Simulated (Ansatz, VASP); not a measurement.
One calculation of PbSe, two programs

```
CELL_PARAMETERS angstrom
0.00000 3.06969 3.06969
3.06969 0.00000 3.06969
3.06969 3.06969 0.00000
ATOMIC_POSITIONS crystal
Pb 0.00000 0.00000 0.00000
Se 0.50000 0.50000 0.50000
```

Alike in both runs: task single point; functional HSE06; k mesh 4 × 4 × 4; occupations gaussian, width 0.05 eV; no spin polarisation.

|  | VASP | Ansatz |
| --- | --- | --- |
| version | VASP 6.6.1 | Ansatz 0.2.0 |
| potentials or method | VASP PAW PBE potentials, release 64 (Pb_d, Se) | plane waves |
| plane-wave cutoff (eV) | 520 | 420 |
| valence electrons in the cell | 20 | 30 |

VASP gave:

```
gap on the k mesh at the Fermi level (eV) : 0.74
pressure (GPa)                            : 0.8
```

Problem. Estimate Ansatz's values.

Solution. gap on the k mesh at the Fermi level (eV): 0.73; pressure (GPa): 0.9.

VASP's potentials hold 20 valence electrons a cell and Ansatz's 30, so a difference there can come from the potentials and not from the codes. Ansatz's warnings: stress exchange threshold loose, stress scf threshold loose.

The k mesh is coarse, so the values compare programs but aren't converged. Spin-orbit coupling is off throughout.
